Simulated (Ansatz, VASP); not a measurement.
# One calculation of TiSi16, two programs

```
CELL_PARAMETERS angstrom
0.00000 5.43000 5.43000
5.43000 0.00000 5.43000
5.43000 5.43000 0.00000
ATOMIC_POSITIONS crystal
Si 0.00168 0.00164 0.99548
Si 0.12187 0.12186 0.12830
Si 0.00172 0.00167 0.50150
Si 0.12523 0.12517 0.62498
Si 0.98730 0.50430 0.00424
Si 0.12163 0.62845 0.12826
Si 0.00166 0.49567 0.50147
Si 0.12178 0.62849 0.62177
Si 0.50432 0.98728 0.00424
Si 0.62850 0.12160 0.12826
Si 0.49573 0.00161 0.50147
Si 0.62854 0.12175 0.62174
Si 0.50425 0.50424 0.00423
Si 0.62500 0.62498 0.12497
Si 0.50429 0.50427 0.48725
Si 0.62846 0.62840 0.62155
Ti 0.37511 0.37507 0.87497
```

Alike in both runs: functional PBE; k mesh 2 × 2 × 2; occupations fermi-dirac, width 0.02 eV; no spin polarisation.

Ansatz relaxed the structure, and its values are those at the end. VASP's run is a single point on that final structure, the one shown.

|  | VASP | Ansatz |
| --- | --- | --- |
| version | VASP 6.6.1 | Ansatz 0.2.0 |
| potentials or method | VASP PAW PBE potentials, release 64 (Si, Ti_sv), cutoff 520 eV | scalar-relativistic, plane waves, PAW |
| valence electrons in the cell | 76 | 76 |

|  | VASP | Ansatz | Ansatz less VASP |
| --- | --- | --- | --- |
| rms of the force components (eV/Å) | 0.015 | 0.016 | +0.0007 |

The k mesh is coarse, so the values compare programs but aren't converged.
